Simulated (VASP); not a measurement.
Input of a VASP 6.6.1 run:

File INCAR:

```
PREC = Accurate
ENCUT = 520
EDIFF = 1E-8
ISMEAR = -1
SIGMA = 0.02
LREAL = False
LASPH = True
NELM = 120
ALGO = Normal
ISIF = 2
LWAVE = False
LCHARG = False
GGA = PE
LEFG = True
NBANDS = 11
GGA_COMPAT = False
```

KPOINTS

```
Automatic mesh
0
Gamma
  11 11 11
```

Contents of POSCAR:

```
BN
1.0
    0.0000000000      1.8371364149      1.8371364149
    1.8371364149      0.0000000000      1.8371364149
    1.8371364149      1.8371364149      0.0000000000
B N
1 1
Direct
    0.0000000000      0.0000000000      0.0000000000
    0.7500000000      0.7500000000      0.7500000000
```

Potentials or basis: VASP PAW PBE potentials, release 64 (B, N).

The run is started by

```bash
$ cat potpaw_PBE.64/B/POTCAR potpaw_PBE.64/N/POTCAR > POTCAR
$ mpirun -np 1 vasp_std > vasp.out
```

(1) Estimate the pressure.

(2) Predict the band gap on the k mesh.

Answers

(1) -13.9 GPa.

(2) 4.50 eV, indirect (least direct gap 8.59 eV).

Caveat: without QUAD_EFG the Cq values of the log hold for a quadrupole moment of 1 mb, not for the nuclei.
